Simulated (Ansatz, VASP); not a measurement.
## HfO2: VASP beside Ansatz

File INCAR:

```
SYSTEM = HfO2
PREC     = Accurate       ! precision mode
ENCUT    = 600            ! plane-wave cutoff, eV
EDIFF    = 1E-6           ! SCF threshold, eV
ISMEAR   = 0              ! smearing method
SIGMA    = 0.01           ! smearing width, eV
LREAL    = .FALSE.        ! projectors in reciprocal space
LASPH    = .TRUE.         ! aspherical terms in the spheres
NELM     = 200            ! most SCF steps
ALGO     = Normal         ! electronic algorithm
ISIF     = 2              ! what is computed and relaxed
LWAVE    = .FALSE.        ! write WAVECAR
LCHARG   = .FALSE.        ! write CHGCAR
MAGMOM   = 0 0 0 0 0 0 0 0 0 ! initial moments
LORBIT   = 11             ! projections on sites
LSORBIT  = .TRUE.         ! spin-orbit coupling
GGA_COMPAT= .FALSE.      
LORBMOM  = .TRUE.       
LMAXMIX  = 4              ! l up to which the mixer works
GGA      = PE             ! functional
NBANDS   = 35             ! bands
```

The input KPOINTS:

```
regular mesh
0
G
  8 8 8
  0 0 0
```

File POSCAR:

```
HfO2
1.0
    0.0000000000      2.5291822925      2.5291822925
    2.5291822925      0.0000000000      2.5291822925
    2.5291822925      2.5291822925      0.0000000000
Hf O
1 2
Direct
    0.0000000000      0.0000000000      0.0000000000
    0.2500000000      0.2500000000      0.2500000000
    0.7500000000      0.7500000000      0.7500000000
```

Input for Ansatz:

```yaml
crystal:
  lattice:
    - [0.0, 2.5291822925, 2.5291822925]
    - [2.5291822925, 0.0, 2.5291822925]
    - [2.5291822925, 2.5291822925, 0.0]
  atoms:
    - { symbol: Hf, position: [0.0, 0.0, 0.0] }
    - { symbol: O, position: [0.25, 0.25, 0.25] }
    - { symbol: O, position: [0.75, 0.75, 0.75] }
kpoints:
  mp_grid: { grid: [8, 8, 8] }
  band_path:
    path:
      - [0.0, 0.0, 0.0]
      - [0.5, 0.0, 0.5]
      - [0.625, 0.25, 0.625]
      - [0.375, 0.375, 0.75]
      - [0.5, 0.5, 0.5]
      - [0.5, 0.25, 0.75]
      - [0.0, 0.5, 0.5]
    npoints: 1
hamiltonian:
  xc: pbe
scf:
  occupations: { method: fixed }
  n_extra_bands: 8
magnetization:
  noncollinear: true
  spin_orbit: true
output:
  forces: true
  stress: true
  eigenvalues: true
```

Alike in both runs: task single point; functional PBE; k mesh 8 × 8 × 8; non-collinear spin, spin-orbit coupling.

|  | VASP | Ansatz |
| --- | --- | --- |
| version | VASP 6.6.1 | Ansatz 0.2.0 |
| potentials or method | VASP PAW PBE potentials, release 64 (Hf_pv, O) | plane waves, PAW |
| plane-wave cutoff (eV) | 600 | 420 |
| occupations | gaussian, width 0.01 eV | fixed |
| valence electrons in the cell | 22 | 38 |

Ansatz gave:

```
pressure (GPa)           : 5.7
net moment per atom (μB) : 0.00
```

Problem. Estimate VASP's values.

Solution. Pressure (GPa): 2.0; net moment per atom (μB): 0.00.

VASP's potentials hold 22 valence electrons a cell and Ansatz's 38, so a difference there can come from the potentials and not from the codes.
